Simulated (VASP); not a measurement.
# BAs5 (P6/mmm) in VASP: relaxation of cell and atoms with PBE

Aim: the relaxation of cell and atoms of BAs5 with PBE.

Everything below comes from runs of VASP 6.6.1. Logs are shortened: lines on timing, memory, paths and dates and some standing lists are left out, and cuts for length are marked.

## (1) The cell of the first run

The structure is hexagonal, space group P6/mmm (No. 191). The conventional cell has a = 5.380 Å, b = 5.380 Å, c = 6.969 Å, α = 90.00°, β = 90.00°, γ = 120.00°. B (site symmetry 6/mmm) has 2 As at 1.89 Å within 2.5 Å. As (site symmetry mmm) has 8 As at 2.69 to 3.13 Å within 3.5 Å. Within 2.5 Å of As (site symmetry 6mm) lie 1 B at 1.89 Å.

The cell was generated, and may not be a known phase.

## (2) Relaxation of cell and atoms, PBE

INCAR reads:

```
SYSTEM = BAs5
PREC     = Accurate       ! precision mode
ENCUT    = 600            ! plane-wave cutoff, eV
EDIFF    = 1E-6           ! SCF threshold, eV
ISMEAR   = 0              ! smearing method
SIGMA    = 0.1            ! smearing width, eV
LREAL    = .False.        ! projectors in reciprocal space
LASPH    = .True.         ! aspherical terms in the spheres
NELM     = 100            ! most SCF steps
ALGO     = Normal         ! electronic algorithm
ISIF     = 3              ! what is computed and relaxed
LWAVE    = .False.        ! write WAVECAR
LCHARG   = .False.        ! write CHGCAR
GGA      = PE             ! functional
IBRION   = 2              ! ionic algorithm
NSW      = 100            ! ionic steps
EDIFFG   = -0.01          ! ionic threshold
```

KPOINTS reads:

```
Automatic mesh
0
Gamma
  12 12 6
  0 0 0
```

POSCAR reads:

```
BAs5
1.0
    5.3797178278      0.0000000000      0.0000000000
   -2.6898589139      4.6589723040      0.0000000000
    0.0000000000      0.0000000000      6.9694526544
B As
1 5
Direct
    0.0000000000      0.0000000000      0.0000000000
    0.5000000000      0.0000000000      0.5000000000
    0.0000000000      0.5000000000      0.5000000000
    0.5000000000      0.5000000000      0.5000000000
    0.0000000000      0.0000000000      0.2704734398
    0.0000000000      0.0000000000      0.7295265602
```

Potentials or basis: VASP PAW PBE potentials, release 64 (B, As).

Run with:

```bash
cat potpaw_PBE.64/B/POTCAR potpaw_PBE.64/As/POTCAR > POTCAR
mpirun -np 1 vasp_std > vasp.out
```

OUTCAR:

```text
SYSTEM = BAs5
   PREC = Accurate
   ENCUT = 600
   EDIFF = 1E-6
   ISMEAR = 0
   LREAL = .False.
   LASPH = .True.
   NELM = 100
   ISIF = 3
   GGA = PE
   IBRION = 2
   NSW = 100
   EDIFFG = -0.01

 ion  position               nearest neighbor table
   1  0.000  0.000  0.000-   5 1.89   6 1.89
   2  0.500  0.000  0.500-   3 2.69   4 2.69   4 2.69   3 2.69
   3  0.000  0.500  0.500-   2 2.69   2 2.69   4 2.69   4 2.69
   4  0.500  0.500  0.500-   2 2.69   2 2.69   3 2.69   3 2.69
   5  0.000  0.000  0.270-   1 1.89
   6  0.000  0.000  0.730-   1 1.89

  LATTYP: Found a hexagonal cell.
 ALAT       =     5.3797178278
 C/A-ratio  =     1.2955052435

  Lattice vectors:

 A1 = (   5.3797178278,   0.0000000000,   0.0000000000)
 A2 = (  -2.6898589139,   4.6589723040,   0.0000000000)
 A3 = (   0.0000000000,   0.0000000000,   6.9694526544)

Analysis of symmetry for initial positions (statically):
=====================================================================
 Subroutine PRICEL returns:
 Original cell was already a primitive cell.

 Routine SETGRP: Setting up the symmetry group for a
 hexagonal supercell.

 Subroutine GETGRP returns: Found 24 space group operations
 (whereof 24 operations were pure point group operations)
 out of a pool of 24 trial point group operations.

The static configuration has the point symmetry D_6h.

Analysis of symmetry for dynamics (positions and initial velocities):
=====================================================================
 Subroutine PRICEL returns:
 Original cell was already a primitive cell.

 Routine SETGRP: Setting up the symmetry group for a
 hexagonal supercell.

 Subroutine GETGRP returns: Found 24 space group operations
 (whereof 24 operations were pure point group operations)
 out of a pool of 24 trial point group operations.

The dynamic configuration has the point symmetry D_6h.

 Subroutine INISYM returns: Found 24 space group operations
 (whereof 24 operations are pure point group operations),
 and found     1 'primitive' translations

----------------------------------------------------------------------------------------

                                     Primitive cell

  volume of cell :     174.6821
[... 103 lines left out ...]
   ISIF   =      3    stress and relaxation
   ISYM   =      2    0-nonsym 1-usesym 2-fastsym
   POTIM  = 0.5000    time-step for ionic-motion
   TEBEG  =    0.0;   TEEND  =   0.0 temperature during run
   PSTRESS=    0.0 pullay stress
   NELECT =      28.0000    total number of electrons
   NUPDOWN=      -1.0000    fix difference up-down
   EMIN   =  10.00;   EMAX   =-10.00  energy-range for DOS
   EFERMI =   0.00;   METHOD = LEGACY
   ISMEAR =     0;   SIGMA  =   0.10  broadening in eV -4-tet -1-fermi 0-gaus
   EFERMI_NEDOS =   21; number of points for ismear=-14 and -15
   IALGO  =     38    algorithm
   IMIX   =      4    mixing-type and parameters
     AMIX     =   0.40;   BMIX     =  1.00
     AMIX_MAG =   1.60;   BMIX_MAG =  1.00
  volume/ion in A,a.u.               =      29.11       196.47
  Fermi-wavevector in a.u.,A,eV,Ry     =   0.889293  1.680520 10.760053  0.790842
  Thomas-Fermi vector in A             =   2.010834
   LORBIT       =      0    0 simple, 1 ext, 2 COOP (PROOUT), +10 PAW based schemes
   GGA     = PE    functional components
   LHFCALC =     F    Hartree Fock is set to
   AEXX    =    0.0000 exact exchange contribution
   IVDW    =     0    specifies the selected vdW correction
   LEPSILON=     F    determine dielectric tensor
   LRPA    =     F    only Hartree local field effects (RPA)
 conjugate gradient relaxation of ions
 non-spin polarized calculation
 Gauss-broadening in eV      SIGMA  =   0.10
  energy-cutoff  :      600.00
  volume of cell :      174.68
 maximum number of plane-waves:      5871
 NGX is ok and might be reduce to    48
   NGX = 21   NGY = 21   NGZ = 27

--------------------------------------- Ionic step        1  -------------------------------------------

 number of electron      28.0000002 magnetization

 Free energy of the ion-electron system (eV)
  ---------------------------------------------------
  ext. energy  EPLUGINS =         0.00000000
  ---------------------------------------------------
  free energy    TOTEN  =       -24.78876246 eV

  energy without entropy =      -24.76048766  energy(sigma->0) =      -24.77462506

------------------------ aborting loop because EDIFF is reached ----------------------------------------

  FORCE on cell =-STRESS in cart. coord.  units (eV):
  Direction    XX          YY          ZZ          XY          YZ          ZX
  --------------------------------------------------------------------------------------
  -------------------------------------------------------------------------------------
  Total        0.0059842      0.0059842      0.6260013     -0.0000000     -0.0000000      0.0000000
  in kB        0.0548872      0.0548872      5.7416608     -0.0000000     -0.0000000      0.0000000
  external PRESSURE =       1.9504784 kB  Pullay stress =       0.0000000 kB
[... 227 lines left out ...]
--------------------------------------- Ionic step        7  -------------------------------------------

 number of electron      28.0000002 magnetization

 Free energy of the ion-electron system (eV)
  ---------------------------------------------------
  ext. energy  EPLUGINS =         0.00000000
  ---------------------------------------------------
  free energy    TOTEN  =       -24.79000666 eV

  energy without entropy =      -24.76182870  energy(sigma->0) =      -24.77591768

 E-fermi :   1.5519     XC(G=0):  -7.8117

 val. band max:        1.5502941178   @ k =   0.3333   0.0000   0.5000
 cond. band min:       1.5523675578   @ k =   0.0833   0.0833   0.1667
 fundamental gap:      0.0020734400
 Fermi energy:         1.5518637161

 k-point     1 :       0.0000    0.0000    0.0000
  band No.  band energies     occupation
      1     -12.3878      2.00000
      2      -9.2504      2.00000
      3      -8.9303      2.00000
      4      -7.1920      2.00000
      5      -7.1920      2.00000
      6      -4.6579      2.00000
[... 481 lines left out ...]
      5      -7.5769      2.00000
      6      -4.5425      2.00000
[... 10 lines left out ...]
     17       2.9444      0.00000
     18       3.5732      0.00000

 [... further k-points ...]

------------------------ aborting loop because EDIFF is reached ----------------------------------------

  FORCE on cell =-STRESS in cart. coord.  units (eV):
  Direction    XX          YY          ZZ          XY          YZ          ZX
  --------------------------------------------------------------------------------------
  -------------------------------------------------------------------------------------
  Total       -0.0032885     -0.0032885      0.0045672     -0.0000000     -0.0000000      0.0000000
  in kB       -0.0300392     -0.0300392      0.0417194     -0.0000000     -0.0000000      0.0000000
  external PRESSURE =      -0.0061196 kB  Pullay stress =       0.0000000 kB
[... 21 lines left out ...]
  FREE ENERGIE OF THE ION-ELECTRON SYSTEM (eV)
  ---------------------------------------------------
  free  energy   TOTEN  =       -24.7900066620 eV

  energy  without entropy=      -24.7618287028  energy(sigma->0) =      -24.77591768

 reached required accuracy - stopping structural energy minimisation
```

Run time: 9.7 min. Hardware: 1 thread of Intel Xeon 6975P-C (Granite Rapids), shared host; peak memory 0.54 GiB.

What came out:

| Quantity | Value |
| --- | --- |
| Free energy | -24.7900 eV |
| Relaxed volume | 29.23 Å³/atom |
| Relaxed cell | a = 5.378 Å, b = 5.378 Å, c = 7.003 Å, α = 90.00°, β = 90.00°, γ = 120.00° |
| Space group after relaxing (to 0.1 Å) | P6/mmm (No. 191) |
| Energy gained by relaxing | 0.2 meV/atom |
| Ionic steps | 7 |
| Pressure after relaxing | 0.0 GPa |
| Band gap on the k mesh | zero (bands 14 and 15 overlap by 1.10 eV) |

The path:
```csv
step,energy change (eV),largest force (eV/Å),pressure (GPa),volume (Å³)
1,0.0000,0.0873,0.20,174.68
2,-0.0003,0.1239,-0.12,175.58
3,-0.0010,0.0293,0.02,175.17
4,-0.0010,0.0326,0.02,175.18
5,-0.0011,0.0223,0.00,175.29
6,-0.0012,0.0035,-0.04,175.54
7,-0.0012,0.0011,0.00,175.40
```

Final structure:
```
B As
1.0
     5.37790    0.00000    0.00000
    -2.68895    4.65740    0.00000
     0.00000    0.00000    7.00278
B As
1 5
Direct
  0.00000 0.00000 0.00000
  0.50000 0.00000 0.50000
  0.00000 0.50000 0.50000
  0.50000 0.50000 0.50000
  0.00000 0.00000 0.27010
  0.00000 0.00000 0.72990
```

Levels at points of the mesh, in eV from the Fermi level:
```
           k point  band 12  band 13  band 14  band 15  band 16  band 17
(0.00, 0.00, 0.00)    -0.58    -0.52    -0.44    -0.44     0.42     0.42
(0.50, 0.00, 0.00)    -1.57    -0.50    -0.42    -0.04     0.21     0.70
(0.00, 0.00, 0.50)    -1.75    -1.75     0.38     0.38     1.67     1.67
(0.50, 0.00, 0.50)    -0.91    -0.82    -0.50    -0.04     0.44     1.02
```
